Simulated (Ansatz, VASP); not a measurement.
One calculation of TiSi16, two programs

```xyz
17
Lattice="0.0000 5.4300 5.4300 5.4300 0.0000 5.4300 5.4300 5.4300 0.0000" Properties=species:S:1:pos:R:3 pbc="T T T"
Si    0.0052   -0.0036    0.0270
Si    1.3514    1.3503    1.3514
Si    2.7148    2.7158    0.0246
Si    4.0808    4.0798    1.3506
Si    2.7380    0.0480    2.7216
Si    4.0949    1.3372    4.1154
Si    5.3845    2.6925    2.7194
Si    6.7470    4.1154    4.0965
Si    0.0371    2.7311    2.7134
Si    1.3397    4.0912    4.1012
Si    2.6985    5.3937    2.7117
Si    4.1126    6.7479    4.1003
Si    2.7145    2.7141    5.4131
Si    4.1285    4.1404    6.7489
Si    5.4296    5.4263    5.3954
Si    6.7188    6.7299    6.7453
Ti    8.1422    8.1465    8.1281
```

Alike in both runs: functional PBE; k mesh 2 × 2 × 2; occupations gaussian, width 0.02 eV; no spin polarisation.

Ansatz relaxed the structure, and its values are those at the end. VASP's run is a single point on that final structure, the one shown.

|  | VASP | Ansatz |
| --- | --- | --- |
| version | VASP 6.6.1 | Ansatz 0.2.0 |
| potentials or method | VASP PAW PBE potentials, release 64 (Si, Ti_sv), cutoff 520 eV | scalar-relativistic, plane waves, PAW |
| valence electrons in the cell | 76 | 76 |

VASP gave:

```
rms of the force components (eV/Å) : 0.003
```

Question: Estimate Ansatz's values.

Answer: rms of the force components (eV/Å): 0.002.

The k mesh is coarse, so the values compare programs but aren't converged.
